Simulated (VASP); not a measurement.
## Pd: single point with PBEsol

Crystal: Pd.

```
Pd
1.0
     0.00000    1.99352    1.99352
     1.99352    0.00000    1.99352
     1.99352    1.99352    0.00000
Pd
1
Cartesian
  0.0000 0.0000 0.0000
```

This cell differs from its parent crystal: strain +0.025 along x and y, +0.025 along z.

```json
{"Program": "VASP 6.6.1", "Task": "single point", "Functional": "PBEsol", "Potentials or basis": "VASP PAW PBE potentials, release 64 (Pd)", "Cutoff": "520 eV", "k mesh": "20 × 20 × 20", "Occupations": "gaussian, width 0.15 eV", "Spin": "no spin polarisation", "Dipole correction": "no", "Further INCAR settings": "ALGO = Fast; EDIFF = 1e-06; NBANDS = 11"}
```

| Quantity | Value |
| --- | --- |
| Pressure | -13.8 GPa |
| Band gap on the k mesh | zero (bands 5 and 6 overlap by 1.40 eV) |

Levels at points of the mesh, in eV from the Fermi level:
| k point | band 1 | band 2 | band 3 | band 4 | band 5 | band 6 | band 7 | band 8 | band 9 | band 10 |
| --- | --- | --- | --- | --- | --- | --- | --- | --- | --- | --- |
| (0.00, 0.00, 0.00) | -6.69 | -2.54 | -2.54 | -2.54 | -1.09 | -1.09 | 17.07 | 21.44 | 21.44 | 21.44 |
| (0.50, 0.00, 0.00) | -4.80 | -2.58 | -2.58 | -0.03 | -0.03 | 1.08 | 6.72 | 16.41 | 20.30 | 20.30 |
| (0.50, 0.50, 0.00) | -4.84 | -4.58 | -0.05 | 0.25 | 0.25 | 3.27 | 9.99 | 12.73 | 12.73 | 20.45 |

It took 44 s on 1 thread of Intel Xeon 8259CL, on a shared host, peak memory 0.18 GiB.

Caveat: the cell differs from its parent crystal (strain +0.025 along x and y, +0.025 along z); the cell stands under tension; the PAW data sets were made with another functional, which shifts forces and pressure a little.
